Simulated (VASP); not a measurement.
# SnO in VASP: further runs

Runs on SnO. Level: PBE+D3(BJ). Tasks: single point, relaxation of the atoms.

All numbers are computed with VASP 6.6.1; they aren't measurements. Logs are shortened: lines on timing, memory, paths and dates and some standing lists are left out, and cuts for length are marked.

## Step 1: The cell of the first run

The cell holds a slab with vacuum, 8 atoms: a = 3.837 Å, b = 3.837 Å, c = 24.079 Å, α = 90.00°, β = 90.00°, γ = 90.00°.

## Step 2: Single point, PBE+D3(BJ)

File INCAR:

```
SYSTEM = SnO
  ALGO = Normal
  DIPOL = 0.5 0.5 0.501
  EDIFF = 1E-6
  ENCUT = 520
  GGA = PE
  IDIPOL = 3
  ISIF = 2
  ISMEAR = 0
  IVDW = 12
  LASPH = .TRUE.
  LCHARG = .TRUE.
  LDIPOL = .TRUE.
  LELF = .TRUE.
  LREAL = .FALSE.
  LVACPOTAV = .TRUE.
  LVHAR = .TRUE.
  LWAVE = .FALSE.
  NBANDS = 50
  NELM = 80
  PREC = Accurate
  SIGMA = 0.1
```

File KPOINTS:

```
k-points
0
G
  8 8 1
  0 0 0
```

File POSCAR:

```
SnO
1.0
    3.8370963224      0.0000000000      0.0000000000
    0.0000000000      3.8370963224      0.0000000000
    0.0000000000      0.0000000000     24.0788299744
Sn O
4 4
Direct
    0.5000000000      0.0000000000      0.3530071855
    0.0000000000      0.5000000000      0.4492203895
    0.5000000000      0.0000000000      0.5517972173
    0.0000000000      0.5000000000      0.6488198981
    0.0000000000      0.0000000000      0.4011137875
    0.5000000000      0.5000000000      0.4011137875
    0.0000000000      0.0000000000      0.6002584389
    0.5000000000      0.5000000000      0.6002584389
```

Potentials or basis: VASP PAW PBE potentials, release 64 (Sn_d, O).

The run is started by

```
$ cat potpaw_PBE.64/Sn_d/POTCAR potpaw_PBE.64/O/POTCAR > POTCAR
$ mpirun -np 1 vasp_std > vasp.out
```

OUTCAR:

```text
SYSTEM = SnO
   EDIFF = 1E-6
   ENCUT = 520
   GGA = PE
   ISIF = 2
   ISMEAR = 0
   IVDW = 12
   LASPH = .TRUE.
   LREAL = .FALSE.
   NELM = 80
   PREC = Accurate
 IVDW          = 12

 ion  position               nearest neighbor table
   1  0.500  0.000  0.353-   5 2.24   6 2.24   6 2.24   5 2.24   2 3.57   2 3.57   2 3.57   2 3.57

   2  0.000  0.500  0.449-   5 2.24   6 2.24   5 2.24   6 2.24   1 3.57   1 3.57   1 3.57   1 3.57
                             3 3.67   3 3.67   3 3.67   3 3.67
   3  0.500  0.000  0.552-   7 2.25   8 2.25   8 2.25   7 2.25   4 3.58   4 3.58   4 3.58   4 3.58
                             2 3.67   2 3.67   2 3.67   2 3.67
   4  0.000  0.500  0.649-   7 2.25   8 2.25   7 2.25   8 2.25   3 3.58   3 3.58   3 3.58   3 3.58

   5  0.000  0.000  0.401-   2 2.24   2 2.24   1 2.24   1 2.24
   6  0.500  0.500  0.401-   2 2.24   2 2.24   1 2.24   1 2.24
   7  0.000  0.000  0.600-   3 2.25   3 2.25   4 2.25   4 2.25
   8  0.500  0.500  0.600-   3 2.25   3 2.25   4 2.25   4 2.25

  LATTYP: Found a simple tetragonal cell.
 ALAT       =     3.8370963224
 C/A-ratio  =     6.2752737881

  Lattice vectors:

 A1 = (   3.8370963224,   0.0000000000,   0.0000000000)
 A2 = (   0.0000000000,   3.8370963224,   0.0000000000)
 A3 = (   0.0000000000,   0.0000000000,  24.0788299744)

Analysis of symmetry for initial positions (statically):
=====================================================================
 Subroutine PRICEL returns:
 Original cell was already a primitive cell.

 Routine SETGRP: Setting up the symmetry group for a
 simple tetragonal supercell.

 Subroutine GETGRP returns: Found  8 space group operations
 (whereof  4 operations were pure point group operations)
 out of a pool of 16 trial point group operations.

The static configuration has the point symmetry C_2v.
 The point group associated with its full space group is C_4v.

Analysis of symmetry for dynamics (positions and initial velocities):
=====================================================================
 Subroutine PRICEL returns:
 Original cell was already a primitive cell.

 Routine SETGRP: Setting up the symmetry group for a
 simple tetragonal supercell.

 Subroutine GETGRP returns: Found  8 space group operations
 (whereof  4 operations were pure point group operations)
 out of a pool of 16 trial point group operations.

The dynamic configuration has the point symmetry C_2v.
 The point group associated with its full space group is C_4v.

 Subroutine INISYM returns: Found  8 space group operations
 (whereof  4 operations are pure point group operations),
 and found     1 'primitive' translations

----------------------------------------------------------------------------------------

                                     Primitive cell

  volume of cell :     354.5200

  direct lattice vectors                    reciprocal lattice vectors
     3.837096322  0.000000000  0.000000000     0.260613734  0.000000000  0.000000000
     0.000000000  3.837096322  0.000000000     0.000000000  0.260613734  0.000000000
     0.000000000  0.000000000 24.078829974     0.000000000  0.000000000  0.041530257

  length of vectors
     3.837096322  3.837096322 24.078829974     0.260613734  0.260613734  0.041530257

  position of ions in fractional coordinates (direct lattice)
     0.500000000  0.000000000  0.353007185
     0.000000000  0.500000000  0.449220389
     0.500000000  0.000000000  0.551797217
     0.000000000  0.500000000  0.648819898
     0.000000000  0.000000000  0.401113788
     0.500000000  0.500000000  0.401113788
     0.000000000  0.000000000  0.600258439
     0.500000000  0.500000000  0.600258439

  ion indices of the primitive-cell ions
   primitive index   ion index
                 1           1
                 2           2
                 3           3
                 4           4
                 5           5
                 6           6
                 7           7
                 8           8

----------------------------------------------------------------------------------------

 KPOINTS: k-points

Automatic generation of k-mesh.
 Grid dimensions read from file:
 generate k-points for:    8    8    1

 Generating k-lattice:

  Cartesian coordinates                     Fractional coordinates (reciprocal lattice)
     0.032576717  0.000000000  0.000000000     0.125000000  0.000000000  0.000000000
     0.000000000  0.032576717  0.000000000     0.000000000  0.125000000  0.000000000
     0.000000000  0.000000000  0.041530257     0.000000000  0.000000000  1.000000000

  Length of vectors
     0.032576717  0.032576717  0.041530257

  Shift w.r.t. Gamma in fractional coordinates (k-lattice)
     0.000000000  0.000000000  0.000000000

 Subroutine IBZKPT returns following result:
 ===========================================

 Found     15 irreducible k-points:

 Following reciprocal coordinates:
            Coordinates               Weight
  0.000000  0.000000  0.000000      1.000000
  0.125000  0.000000  0.000000      4.000000
  0.250000  0.000000  0.000000      4.000000
  0.375000  0.000000  0.000000      4.000000
  0.500000  0.000000  0.000000      2.000000
  0.125000  0.125000  0.000000      4.000000
  0.250000  0.125000  0.000000      8.000000
  0.375000  0.125000  0.000000      8.000000
  0.500000  0.125000  0.000000      4.000000
  0.250000  0.250000  0.000000      4.000000
  0.375000  0.250000  0.000000      8.000000
  0.500000  0.250000  0.000000      4.000000
  0.375000  0.375000  0.000000      4.000000
  0.500000  0.375000  0.000000      4.000000
  0.500000  0.500000  0.000000      1.000000
   k-points           NKPTS =     15   k-points in BZ     NKDIM =     15   number of bands    NBANDS=     50
   number of dos      NEDOS =    301   number of ions     NIONS =      8
   total plane-waves  NPLWV = 162000
   dimension x,y,z NGX =    30 NGY =   30 NGZ =  180
   dimension x,y,z NGXF=    60 NGYF=   60 NGZF=  360
   ions per type =               4   4
   NGX,Y,Z   is equivalent  to a cutoff of  13.00, 13.00, 12.43 a.u.
   NGXF,Y,Z  is equivalent  to a cutoff of  26.00, 26.00, 24.86 a.u.
 SYSTEM =  SnO
   PREC   = accura    normal or accurate (medium, high low for compatibility)
   ISTART =      0    job   : 0-new  1-cont  2-samecut
   ICHARG =      2    charge: 1-file 2-atom 10-const
   ISPIN  =      1    spin polarized calculation?
   LNONCOLLINEAR =      F non collinear calculations
   LSORBIT =      F    spin-orbit coupling
   LASPH  =      T    aspherical Exc in radial PAW
   ENCUT  =  520.0 eV  38.22 Ry    6.18 a.u.   7.13  7.13 44.77*2*pi/ulx,y,z
   NELM   =     80;   NELMIN=  2; NELMDL= -5     # of ELM steps
   EDIFF  = 0.1E-05   stopping-criterion for ELM
   LREAL  =      F    real-space projection
   EDIFFG = 0.1E-04   stopping-criterion for IOM
   NSW    =      0    number of steps for IOM
   IBRION =     -1    ionic relax: 0-MD 1-quasi-New 2-CG
   NFREE  =      0    steps in history (QN), initial steepest desc. (CG)
   ISIF   =      2    stress and relaxation
   ISYM   =      2    0-nonsym 1-usesym 2-fastsym
   POTIM  = 0.5000    time-step for ionic-motion
   TEBEG  =    0.0;   TEEND  =   0.0 temperature during run
   PSTRESS=    0.0 pullay stress
   NELECT =      80.0000    total number of electrons
   NUPDOWN=      -1.0000    fix difference up-down
   EMIN   =  10.00;   EMAX   =-10.00  energy-range for DOS
   EFERMI =   0.00;   METHOD = LEGACY
   ISMEAR =     0;   SIGMA  =   0.10  broadening in eV -4-tet -1-fermi 0-gaus
   EFERMI_NEDOS =   21; number of points for ismear=-14 and -15
   IALGO  =     38    algorithm
   IMIX   =      4    mixing-type and parameters
     AMIX     =   0.40;   BMIX     =  1.00
     AMIX_MAG =   1.60;   BMIX_MAG =  1.00
  volume/ion in A,a.u.               =      44.32       299.05
  Fermi-wavevector in a.u.,A,eV,Ry     =   0.996685  1.883461 13.515767  0.993381
  Thomas-Fermi vector in A             =   2.128790
   LORBIT       =      0    0 simple, 1 ext, 2 COOP (PROOUT), +10 PAW based schemes
   GGA     = PE    functional components
   LHFCALC =     F    Hartree Fock is set to
   AEXX    =    0.0000 exact exchange contribution
   IVDW    =    12    specifies the selected vdW correction
   LEPSILON=     F    determine dielectric tensor
   LRPA    =     F    only Hartree local field effects (RPA)
 non-spin polarized calculation
 Gauss-broadening in eV      SIGMA  =   0.10
  energy-cutoff  :      520.00
  volume of cell :      354.52
 maximum number of plane-waves:      9580
 NGX is ok and might be reduce to    30
   NGX = 15   NGY = 15   NGZ = 89

 dipolmoment           0.000000      0.000000      0.000083 electrons x Angstroem

 number of electron      80.0000030 magnetization

 dipolmoment           0.000000      0.000000     -0.001407 electrons x Angstroem

 Free energy of the ion-electron system (eV)
  ---------------------------------------------------
  ext. energy  EPLUGINS =         0.00000000
  ---------------------------------------------------
  free energy    TOTEN  =       -45.27551287 eV

  energy without entropy =      -45.27551287  energy(sigma->0) =      -45.27551287

 E-fermi :   0.4346     XC(G=0):  -4.6583

 val. band max:       -0.0672825374   @ k =   0.1250   0.0000   0.0000
 cond. band min:       1.0121616052   @ k =   0.5000   0.5000   0.0000
 fundamental gap:      1.0794441426
 Fermi energy:         0.4346393922

 k-point     1 :       0.0000    0.0000    0.0000
  band No.  band energies     occupation
      1     -21.5597      2.00000
      2     -21.5311      2.00000
      3     -21.1721      2.00000
      4     -21.1669      2.00000
      5     -21.1669      2.00000
      6     -21.1609      2.00000
[... 42 lines left out ...]
     49       5.1549      0.00000
     50       5.1549      0.00000
[... 740 lines left out ...]
     49       5.9147      0.00000
     50       5.9195      0.00000

------------------------ aborting loop because EDIFF is reached ----------------------------------------

 Edisp (eV)   -1.45197

 E8    (eV) :    -0.6465

  FORCE on cell =-STRESS in cart. coord.  units (eV):
  Direction    XX          YY          ZZ          XY          YZ          ZX
  --------------------------------------------------------------------------------------
  -------------------------------------------------------------------------------------
  Total       0.08290     0.08290     0.63271     0.00000     0.00000     0.00000
  in kB       0.37466     0.37466     2.85940     0.00000     0.00000     0.00000
  external pressure =        1.20 kB  Pullay stress =        0.00 kB

 VOLUME and BASIS-vectors are now :
 -----------------------------------------------------------------------------
  energy-cutoff  :      520.00
  volume of cell :      354.52
      direct lattice vectors                 reciprocal lattice vectors
     3.837096322  0.000000000  0.000000000     0.260613734  0.000000000  0.000000000
     0.000000000  3.837096322  0.000000000     0.000000000  0.260613734  0.000000000
     0.000000000  0.000000000 24.078829974     0.000000000  0.000000000  0.041530257

 POSITION                                       TOTAL-FORCE (eV/Angst)
 -----------------------------------------------------------------------------------
      1.91855      0.00000      8.50000         0.000000      0.000000     -0.277134
      0.00000      1.91855     10.81670         0.000000      0.000000      0.239056
      1.91855      0.00000     13.28663         0.000000      0.000000     -0.084736
      0.00000      1.91855     15.62282         0.000000      0.000000      0.086496
      0.00000      0.00000      9.65835         0.000000      0.000000      0.021524
      1.91855      1.91855      9.65835         0.000000      0.000000      0.021524
      0.00000      0.00000     14.45352         0.000000      0.000000     -0.003365
      1.91855      1.91855     14.45352         0.000000      0.000000     -0.003365
 -----------------------------------------------------------------------------------
    total drift:                                0.000000      0.000000      0.002686

  FREE ENERGIE OF THE ION-ELECTRON SYSTEM (eV)
  ---------------------------------------------------
  free  energy   TOTEN  =       -46.7274875067 eV

  energy  without entropy=      -46.7274875067  energy(sigma->0) =      -46.72748751

 vacuum level on the upper side and lower side of the slab         4.470         4.487
```

It took 17 min on 1 thread of Intel Xeon 8259CL, shared host; peak memory 0.5 GiB.

What came out:

```
Free energy                : -46.7275 eV
Largest force              : 0.277 eV/Å
Band gap on the k mesh     : 1.08 eV (least direct gap 2.13 eV)
Dispersion energy per atom : -0.181 eV
```

Forces on the atoms (eV/Å):
```
Sn   0.000  0.000 -0.277
Sn   0.000  0.000  0.239
Sn   0.000  0.000 -0.085
Sn   0.000  0.000  0.086
O    0.000  0.000  0.022
O    0.000  0.000  0.022
O    0.000  0.000 -0.003
O    0.000  0.000 -0.003
```

Levels at points of the mesh, in eV from the valence-band top:
| k point | band 36 | band 37 | band 38 | band 39 | band 40 | band 41 | band 42 | band 43 | band 44 | band 45 |
| --- | --- | --- | --- | --- | --- | --- | --- | --- | --- | --- |
| (0.00, 0.00, 0.00) | -2.66 | -2.59 | -2.59 | -1.20 | -0.04 | 2.10 | 2.17 | 2.33 | 3.72 | 3.72 |
| (0.50, 0.00, 0.00) | -4.19 | -1.86 | -1.86 | -1.23 | -1.21 | 2.37 | 2.40 | 3.36 | 3.37 | 4.90 |
| (0.50, 0.50, 0.00) | -1.99 | -1.95 | -1.94 | -1.40 | -1.39 | 1.08 | 1.08 | 2.93 | 2.93 | 3.89 |

Caveat: spin-orbit coupling is left out, which moves the levels of the heavy elements.

## Step 3: Single point, PBE+D3(BJ) (strain along x +0.050, then relaxed in part)

File INCAR:

```
SYSTEM = SnO
  PREC = Accurate
  ENCUT = 520
  EDIFF = 1E-6
  ISMEAR = 0
  SIGMA = 0.02
  LREAL = .False.
  LASPH = .True.
  NELM = 100
  ALGO = Normal
  ISIF = 2
  LWAVE = .False.
  LCHARG = .True.
  LDIPOL = .True.
  IDIPOL = 3
  DIPOL = 0.5 0.5 0.500
  GGA = PE
  IVDW = 12
  LELF = .True.
  LVHAR = .True.
  LVACPOTAV = .True.
  NBANDS = 28
```

File KPOINTS:

```
Automatic mesh
0
Gamma
  6 6 1
  0 0 0
```

File POSCAR:

```
SnO
1.0
    4.0115883606      0.0000000000      0.0000000000
    0.0000000000      3.8205603434      0.0000000000
    0.0000000000      0.0000000000     30.6334027592
Sn O
2 2
Direct
    0.5000000000      0.0000000000      0.4624756183
    0.0000000000      0.5000000000      0.5375243817
    0.0000000000      0.0000000000      0.4984466970
    0.5000000000      0.5000000000      0.5015533030
```

Potentials or basis: VASP PAW PBE potentials, release 64 (Sn_d, O).

The run is started by

```
$ cat potpaw_PBE.64/Sn_d/POTCAR potpaw_PBE.64/O/POTCAR > POTCAR
$ mpirun -np 1 vasp_std > vasp.out
```

OUTCAR:

```text
SYSTEM = SnO
   PREC = Accurate
   ENCUT = 520
   EDIFF = 1E-6
   ISMEAR = 0
   LREAL = .False.
   LASPH = .True.
   NELM = 100
   ISIF = 2
   GGA = PE
   IVDW = 12
 IVDW          = 12

 ion  position               nearest neighbor table
   1  0.500  0.000  0.462-   4 2.25   4 2.25   3 2.29   3 2.29   2 3.60   2 3.60   2 3.60   2 3.60

   2  0.000  0.500  0.538-   3 2.25   3 2.25   4 2.29   4 2.29   1 3.60   1 3.60   1 3.60   1 3.60

[... 700 lines left out ...]
  Direction    XX          YY          ZZ          XY          YZ          ZX
  --------------------------------------------------------------------------------------
  -------------------------------------------------------------------------------------
  Total      -1.47887    -1.47775     0.11416     0.00000     0.00000     0.00000
  in kB      -5.04663    -5.04281     0.38956     0.00000     0.00000     0.00000
  external pressure =       -3.23 kB  Pullay stress =        0.00 kB

 VOLUME and BASIS-vectors are now :
 -----------------------------------------------------------------------------
  energy-cutoff  :      520.00
  volume of cell :      469.50
      direct lattice vectors                 reciprocal lattice vectors
     4.011588361  0.000000000  0.000000000     0.249277820  0.000000000  0.000000000
     0.000000000  3.820560343  0.000000000     0.000000000  0.261741711  0.000000000
     0.000000000  0.000000000 30.633402759     0.000000000  0.000000000  0.032644104

 POSITION                                       TOTAL-FORCE (eV/Angst)
 -----------------------------------------------------------------------------------
      2.00579      0.00000     14.16720         0.000000      0.000000     -0.077957
      0.00000      1.91028     16.46620         0.000000      0.000000      0.077957
      0.00000      0.00000     15.26912         0.000000      0.000000     -0.007480
      2.00579      1.91028     15.36428         0.000000      0.000000      0.007480
 -----------------------------------------------------------------------------------
    total drift:                                0.000000      0.000000      0.000000

  FREE ENERGIE OF THE ION-ELECTRON SYSTEM (eV)
  ---------------------------------------------------
  free  energy   TOTEN  =       -23.0903399761 eV

  energy  without entropy=      -23.0903399761  energy(sigma->0) =      -23.09033998

 vacuum level on the upper side and lower side of the slab         1.694         1.694
```

OSZICAR:

```text
N       E                     dE             d eps       ncg     rms          rms(c)
DAV:   1     0.327400568323E+03    0.32740E+03   -0.17830E+04  1104   0.115E+03
DAV:   2     0.358075227200E+02   -0.29159E+03   -0.28378E+03  1152   0.272E+02
DAV:   3    -0.244059815052E+02   -0.60214E+02   -0.59692E+02  1260   0.136E+02
DAV:   4    -0.267068147311E+02   -0.23008E+01   -0.22923E+01  1080   0.298E+01
[... 13 lines left out ...]
DAV:  18    -0.225668725736E+02   -0.31917E-04   -0.16519E-06   796   0.112E-02    0.112E-03
DAV:  19    -0.225668822652E+02   -0.96916E-05   -0.46548E-07   840   0.350E-03    0.161E-03
DAV:  20    -0.225668863972E+02   -0.41320E-05   -0.20295E-07   788   0.249E-03    0.857E-04
DAV:  21    -0.225668889060E+02   -0.25088E-05   -0.18649E-07   792   0.348E-03    0.501E-04
DAV:  22    -0.225668898455E+02   -0.93949E-06   -0.40292E-08   840   0.194E-03
   1 F= -.23090340E+02 E0= -.23090340E+02  d E =-.110228E-13
```

stdout:

```text
POSCAR found type information on POSCAR SnO
 POSCAR found :  2 types and       4 ions
 scaLAPACK will be used
 LDA part: xc-table for (Slater+PW92), standard interpolation
 POSCAR, INCAR and KPOINTS ok, starting setup
 FFT: planning ... GRIDC
 FFT: planning ... GRID_SOFT
 FFT: planning ... GRID
 WAVECAR not read
 entering main loop
 -----------------------------------------------------------------------------
|                                                                             |
|           W    W    AA    RRRRR   N    N  II  N    N   GGGG   !!!           |
|           W    W   A  A   R    R  NN   N  II  NN   N  G    G  !!!           |
|           W    W  A    A  R    R  N N  N  II  N N  N  G       !!!           |
|           W WW W  AAAAAA  RRRRR   N  N N  II  N  N N  G  GGG   !            |
|           WW  WW  A    A  R   R   N   NN  II  N   NN  G    G                |
|           W    W  A    A  R    R  N    N  II  N    N   GGGG   !!!           |
|                                                                             |
|     Did not find any points to average over, which means that no vacuum     |
|     field-free region was found. Please increase the size of  your cell     |
|     in the dimension of the dipole correction to obtain accurate            |
|     workfunction values.                                                    |
|                                                                             |
 -----------------------------------------------------------------------------
```

It took 10 min on 1 thread of Intel Xeon 8259CL, shared host; peak memory 0.54 GiB.

Results:

* Free energy: -23.0903 eV
* Largest force: 0.078 eV/Å
* Band gap on the k mesh: 2.73 eV (least direct gap 2.77 eV)
* Dispersion energy per atom: -0.131 eV

Forces on the atoms (eV/Å):
```
Sn   0.000  0.000 -0.078
Sn   0.000  0.000  0.078
O    0.000  0.000 -0.007
O    0.000  0.000  0.007
```

Caveat: the cell differs from its parent crystal (strain along x +0.050, then relaxed in part); spin-orbit coupling is left out, which moves the levels of the heavy elements.

(Part 1 of 2 ends here.)
